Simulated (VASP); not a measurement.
# Na3Fe2IrO6 (C2/m) in VASP: single point with LDA

Aim: the single point of Na3Fe2IrO6 with LDA.

All numbers are computed with VASP 6.6.1; they aren't measurements. Logs are shortened: lines on timing, memory, paths and dates and some standing lists are left out, and cuts for length are marked.

**1. The cell of the first run**

The structure is monoclinic, space group C2/m (No. 12). The conventional cell has a = 5.345 Å, b = 9.234 Å, c = 5.370 Å, α = 90.00°, β = 109.95°, γ = 90.00°. Ir (site symmetry 2/m) has 6 O at 1.87 to 1.90 Å within 2.5 Å. Within 2.9 Å of Fe (site symmetry 2) lie 6 O at 2.17 to 2.20 Å. Na (site symmetry 2/m) has 6 O at 2.21 to 2.52 Å within 2.9 Å. Na (site symmetry 2) has 6 O at 2.22 to 2.45 Å within 2.9 Å. O (site symmetry 1) has 1 Ir at 1.90 Å and 2 Fe at 2.17 to 2.20 Å and 3 Na at 2.21 to 2.45 Å within 2.5 Å. Within 2.5 Å of O (site symmetry m) lie 1 Ir at 1.87 Å and 2 Fe at 2.17 Å and 2 Na at 2.24 Å.

**2. Single point, LDA**

File INCAR:

```
PREC = Accurate ; ENCUT = 520
EDIFF = 1E-6 ; ISMEAR = -1
SIGMA = 0.1 ; LREAL = F
LASPH = T ; NELM = 60
ALGO = Normal ; ISIF = 2
LWAVE = F ; LCHARG = F
GGA = CA ; NBANDS = 53
```

File KPOINTS:

```
regular mesh
0
Gamma
  5 5 5
```

File POSCAR:

```
Na3Fe2IrO6
1.0
    2.6726110100      4.6170156700      0.0000000000
    2.6726110100     -4.6170156700      0.0000000000
    1.8321668600      0.0000000000     -5.0475304500
Ir Fe Na O
1 2 3 6
Direct
    0.0000000000      0.0000000000      0.0000000000
    0.6674400000      0.3325600000      0.0000000000
    0.3325600000      0.6674400000      0.0000000000
    0.5000000000      0.5000000000      0.5000000000
    0.8322000000      0.1678000000      0.5000000000
    0.1678000000      0.8322000000      0.5000000000
    0.6362000000      0.9292000000      0.2153000000
    0.0708000000      0.3638000000      0.7847000000
    0.3638000000      0.0708000000      0.7847000000
    0.9292000000      0.6362000000      0.2153000000
    0.7788000000      0.7788000000      0.7946000000
    0.2212000000      0.2212000000      0.2054000000
```

Potentials or basis: VASP PAW LDA potentials, release 64 (Ir, Fe, Na_pv, O).

Started as:

```
cat potpaw_LDA.64/Ir/POTCAR potpaw_LDA.64/Fe/POTCAR potpaw_LDA.64/Na_pv/POTCAR potpaw_LDA.64/O/POTCAR > POTCAR
mpirun -np 1 vasp_std > vasp.out
```

OUTCAR:

```text
PREC = Accurate
   ENCUT = 520
   EDIFF = 1E-6
   ISMEAR = -1
   LREAL = F
   LASPH = T
   NELM = 60
   ISIF = 2
   GGA = CA

 ion  position               nearest neighbor table
   1  0.000  0.000  0.000-  11 1.87  12 1.87   9 1.90  10 1.90   7 1.90   8 1.90   2 3.07   3 3.07
                             4 3.07   4 3.07   2 3.09   2 3.09   3 3.09   3 3.09   6 3.10   6 3.10
   2  0.667  0.333  0.000-  11 2.17  12 2.17   7 2.17   8 2.17   9 2.20  10 2.20   1 3.07   3 3.08
                             3 3.08   1 3.09   1 3.09   3 3.09
   3  0.333  0.667  0.000-  11 2.17  12 2.17   9 2.17  10 2.17   7 2.20   8 2.20   1 3.07   2 3.08
                             2 3.08   1 3.09   1 3.09   2 3.09
   4  0.500  0.500  0.500-   7 2.21   8 2.21   9 2.21  10 2.21   1 3.07   1 3.07
   5  0.832  0.168  0.500-   7 2.22   8 2.22  11 2.24  12 2.24   1 3.10   1 3.10
   6  0.168  0.832  0.500-   9 2.22  10 2.22  11 2.24  12 2.24   1 3.10   1 3.10
   7  0.636  0.929  0.215-   1 1.90   2 2.17   3 2.20   4 2.21   5 2.22
   8  0.071  0.364  0.785-   1 1.90   2 2.17   3 2.20   4 2.21   5 2.22
   9  0.364  0.071  0.785-   1 1.90   3 2.17   2 2.20   4 2.21   6 2.22
  10  0.929  0.636  0.215-   1 1.90   3 2.17   2 2.20   4 2.21   6 2.22
  11  0.779  0.779  0.795-   1 1.87   2 2.17   3 2.17   5 2.24   6 2.24
  12  0.221  0.221  0.205-   1 1.87   2 2.17   3 2.17   5 2.24   6 2.24

  LATTYP: Found a base centered monoclinic cell.
 ALAT       =     5.3452220200
 B/A-ratio  =     1.7275299895
 C/A-ratio  =     1.0045919723
 COS(beta)  =    -0.3412004311

  Lattice vectors:

 A1 = (  -2.6726110100,  -4.6170156700,   0.0000000000)
 A2 = (  -2.6726110100,   4.6170156700,   0.0000000000)
 A3 = (   1.8321668600,   0.0000000000,  -5.0475304500)

Analysis of symmetry for initial positions (statically):
=====================================================================
 Subroutine PRICEL returns:
 Original cell was already a primitive cell.

 Routine SETGRP: Setting up the symmetry group for a
 base centered monoclinic supercell.

 Subroutine GETGRP returns: Found  4 space group operations
 (whereof  4 operations were pure point group operations)
 out of a pool of  4 trial point group operations.

The static configuration has the point symmetry C_2h.

Analysis of symmetry for dynamics (positions and initial velocities):
=====================================================================
 Subroutine PRICEL returns:
 Original cell was already a primitive cell.

 Routine SETGRP: Setting up the symmetry group for a
 base centered monoclinic supercell.

 Subroutine GETGRP returns: Found  4 space group operations
 (whereof  4 operations were pure point group operations)
 out of a pool of  4 trial point group operations.

The dynamic configuration has the point symmetry C_2h.

 Subroutine INISYM returns: Found  4 space group operations
 (whereof  4 operations are pure point group operations),
 and found     1 'primitive' translations

----------------------------------------------------------------------------------------

                                     Primitive cell

  volume of cell :     124.5679

  direct lattice vectors                    reciprocal lattice vectors
     2.672611010  4.617015670  0.000000000     0.187082968  0.108295062  0.067907904
     2.672611010 -4.617015670  0.000000000     0.187082968 -0.108295062  0.067907904
     1.832166860  0.000000000 -5.047530450     0.000000000  0.000000000 -0.198116685

  length of vectors
     5.334761785  5.334761785  5.369767132     0.226581864  0.226581864  0.198116685

  position of ions in fractional coordinates (direct lattice)
     0.000000000  0.000000000  0.000000000
     0.667440000  0.332560000  0.000000000
     0.332560000  0.667440000  0.000000000
     0.500000000  0.500000000  0.500000000
     0.832200000  0.167800000  0.500000000
     0.167800000  0.832200000  0.500000000
     0.636200000  0.929200000  0.215300000
     0.070800000  0.363800000  0.784700000
     0.363800000  0.070800000  0.784700000
     0.929200000  0.636200000  0.215300000
     0.778800000  0.778800000  0.794600000
     0.221200000  0.221200000  0.205400000

  ion indices of the primitive-cell ions
   primitive index   ion index
                 1           1
                 2           2
                 3           3
                 4           4
                 5           5
                 6           6
                 7           7
                 8           8
                 9           9
                10          10
                11          11
                12          12

----------------------------------------------------------------------------------------

 KPOINTS: regular mesh

Automatic generation of k-mesh.
 Grid dimensions read from file:
 generate k-points for:    5    5    5

 Generating k-lattice:

  Cartesian coordinates                     Fractional coordinates (reciprocal lattice)
     0.037416594  0.021659012  0.013581581     0.200000000 -0.000000000 -0.000000000
     0.037416594 -0.021659012  0.013581581    -0.000000000  0.200000000 -0.000000000
     0.000000000  0.000000000 -0.039623337     0.000000000  0.000000000  0.200000000

  Length of vectors
     0.045316373  0.045316373  0.039623337

  Shift w.r.t. Gamma in fractional coordinates (k-lattice)
     0.000000000  0.000000000  0.000000000

 Subroutine IBZKPT returns following result:
 ===========================================

 Found     39 irreducible k-points:

 Following reciprocal coordinates:
            Coordinates               Weight
  0.000000  0.000000  0.000000      1.000000
  0.200000  0.000000  0.000000      4.000000
  0.400000  0.000000  0.000000      4.000000
  0.200000  0.200000  0.000000      2.000000
  0.400000  0.200000 -0.000000      4.000000
 -0.400000  0.200000  0.000000      4.000000
[... 16 lines left out ...]
 -0.200000 -0.400000  0.200000      4.000000
 -0.200000 -0.200000  0.200000      2.000000
 [... further k-points ...]
   k-points           NKPTS =     39   k-points in BZ     NKDIM =     39   number of bands    NBANDS=     53
   number of dos      NEDOS =    301   number of ions     NIONS =     12
   total plane-waves  NPLWV =  64000
   dimension x,y,z NGX =    40 NGY =   40 NGZ =   40
   dimension x,y,z NGXF=    80 NGYF=   80 NGZF=   80
   ions per type =               1   2   3   6
   NGX,Y,Z   is equivalent  to a cutoff of  12.47, 12.47, 12.38 a.u.
   NGXF,Y,Z  is equivalent  to a cutoff of  24.93, 24.93, 24.77 a.u.
 SYSTEM =  unknown system
   PREC   = accura    normal or accurate (medium, high low for compatibility)
   ISTART =      0    job   : 0-new  1-cont  2-samecut
   ICHARG =      2    charge: 1-file 2-atom 10-const
   ISPIN  =      1    spin polarized calculation?
   LNONCOLLINEAR =      F non collinear calculations
   LSORBIT =      F    spin-orbit coupling
   LASPH  =      T    aspherical Exc in radial PAW
   ENCUT  =  520.0 eV  38.22 Ry    6.18 a.u.   9.92  9.92  9.98*2*pi/ulx,y,z
   NELM   =     60;   NELMIN=  2; NELMDL= -5     # of ELM steps
   EDIFF  = 0.1E-05   stopping-criterion for ELM
   LREAL  =      F    real-space projection
   EDIFFG = 0.1E-04   stopping-criterion for IOM
   NSW    =      0    number of steps for IOM
   IBRION =     -1    ionic relax: 0-MD 1-quasi-New 2-CG
   NFREE  =      0    steps in history (QN), initial steepest desc. (CG)
   ISIF   =      2    stress and relaxation
   ISYM   =      2    0-nonsym 1-usesym 2-fastsym
   POTIM  = 0.5000    time-step for ionic-motion
   TEBEG  =    0.0;   TEEND  =   0.0 temperature during run
   PSTRESS=    0.0 pullay stress
   NELECT =      82.0000    total number of electrons
   NUPDOWN=      -1.0000    fix difference up-down
   EMIN   =  10.00;   EMAX   =-10.00  energy-range for DOS
   EFERMI =   0.00;   METHOD = LEGACY
   ISMEAR =    -1;   SIGMA  =   0.10  broadening in eV -4-tet -1-fermi 0-gaus
   EFERMI_NEDOS =   21; number of points for ismear=-14 and -15
   IALGO  =     38    algorithm
   IMIX   =      4    mixing-type and parameters
     AMIX     =   0.40;   BMIX     =  1.00
     AMIX_MAG =   1.60;   BMIX_MAG =  1.00
  volume/ion in A,a.u.               =      10.38        70.05
  Fermi-wavevector in a.u.,A,eV,Ry     =   1.424112  2.691181 27.593902  2.028095
  Thomas-Fermi vector in A             =   2.544638
   LORBIT       =      0    0 simple, 1 ext, 2 COOP (PROOUT), +10 PAW based schemes
   GGA     = CA    functional components
   LHFCALC =     F    Hartree Fock is set to
   AEXX    =    0.0000 exact exchange contribution
   IVDW    =     0    specifies the selected vdW correction
   LEPSILON=     F    determine dielectric tensor
   LRPA    =     F    only Hartree local field effects (RPA)
 non-spin polarized calculation
  energy-cutoff  :      520.00
  volume of cell :      124.57
 maximum number of plane-waves:      3371
   NGX = 19   NGY = 19   NGZ = 19

 number of electron      81.9999996 magnetization

 Free energy of the ion-electron system (eV)
  ---------------------------------------------------
  ext. energy  EPLUGINS =         0.00000000
  ---------------------------------------------------
  free energy    TOTEN  =       -79.04402331 eV

  energy without entropy =      -78.60880272  energy(sigma->0) =      -78.82641301

 E-fermi :   4.6605     XC(G=0): -11.8713

 val. band max:        4.6593375606   @ k =  -0.4000   0.2000   0.0000
 cond. band min:       4.6615340816   @ k =   0.4000   0.4000   0.2000
 fundamental gap:      0.0021965210
 Fermi energy:         4.6605383439

 k-point     1 :       0.0000    0.0000    0.0000
  band No.  band energies     occupation
      1     -18.4529      2.00000
      2     -18.4055      2.00000
      3     -18.4026      2.00000
      4     -18.3869      2.00000
      5     -18.3764      2.00000
      6     -18.2956      2.00000
[... 45 lines left out ...]
     52      12.3693      0.00000
     53      13.0403      0.00000
[... 1286 lines left out ...]
     52      11.7452      0.00000
     53      12.3780      0.00000

 [... further k-points ...]

------------------------ aborting loop because EDIFF is reached ----------------------------------------

  FORCE on cell =-STRESS in cart. coord.  units (eV):
  Direction    XX          YY          ZZ          XY          YZ          ZX
  --------------------------------------------------------------------------------------
  -------------------------------------------------------------------------------------
  Total       -0.9531005     -2.6056436      1.9023870      0.0000000      0.0000000     -0.7275459
  in kB      -12.2586667    -33.5134820     24.4682786      0.0000000      0.0000000     -9.3576096
  external PRESSURE =      -7.1012900 kB  Pullay stress =       0.0000000 kB

 VOLUME and BASIS-vectors are now :
 -----------------------------------------------------------------------------
  energy-cutoff  :      520.00
  volume of cell :      124.57
      direct lattice vectors                 reciprocal lattice vectors
     2.672611010  4.617015670  0.000000000     0.187082968  0.108295062  0.067907904
     2.672611010 -4.617015670  0.000000000     0.187082968 -0.108295062  0.067907904
     1.832166860  0.000000000 -5.047530450     0.000000000  0.000000000 -0.198116685

 POSITION                                       TOTAL-FORCE (eV/Angst)
 -----------------------------------------------------------------------------------
      0.00000      0.00000      0.00000         0.000000     -0.000000     -0.000000
      2.67261      1.54615      0.00000         0.000000     -0.060725     -0.000000
      2.67261     -1.54615      0.00000         0.000000      0.060725     -0.000000
      3.58869      0.00000     -2.52377         0.000000     -0.000000     -0.000000
      3.58869      3.06755     -2.52377         0.000000     -0.448443     -0.000000
      3.58869     -3.06755     -2.52377         0.000000      0.448443     -0.000000
      4.57817     -1.35279     -1.08673        -1.949298     -3.427273      0.387538
      2.59922     -1.35279     -3.96080         1.949298     -3.427273     -0.387538
      2.59922      1.35279     -3.96080         1.949298      3.427273     -0.387538
      4.57817      1.35279     -1.08673        -1.949298      3.427273      0.387538
      5.61870      0.00000     -4.01077        -4.479561     -0.000000      0.025042
      1.55869      0.00000     -1.03676         4.479561     -0.000000     -0.025042
 -----------------------------------------------------------------------------------
    total drift:                               -0.000000     -0.000000      0.000000

  FREE ENERGIE OF THE ION-ELECTRON SYSTEM (eV)
  ---------------------------------------------------
  free  energy   TOTEN  =       -79.0440233078 eV

  energy  without entropy=      -78.6088027202  energy(sigma->0) =      -78.82641301
```

Run time: 8.7 min. Hardware: 1 thread of Oxide Virtual Turin-like, shared host; peak memory 0.32 GiB.

Results:

* Free energy: -79.0440 eV
* Pressure: -0.7 GPa
* Largest force: 4.480 eV/Å
* Band gap on the k mesh: zero (band 41 reaches 4.63 eV, above the bottom of band 42 at 4.54 eV)

Forces in eV/Å, atoms in the order of the input:
```
Ir   0.000  0.000  0.000
Fe   0.000 -0.061  0.000
Fe   0.000  0.061  0.000
Na   0.000  0.000  0.000
Na   0.000 -0.448  0.000
Na   0.000  0.448  0.000
O   -1.949 -3.427  0.388
O    1.949 -3.427 -0.388
O    1.949  3.427 -0.388
O   -1.949  3.427  0.388
O   -4.480  0.000  0.025
O    4.480  0.000 -0.025
```

Caveat: spin-orbit coupling is left out, which moves the levels of the heavy elements; the run has no spin polarisation, though such a crystal can be magnetic; semilocal functionals often make such compounds metallic where correlation or magnetic order opens a gap, which also shifts bond lengths; forces of over 1 eV/Å act on the atoms, so gaps and moduli don't describe the material at rest.
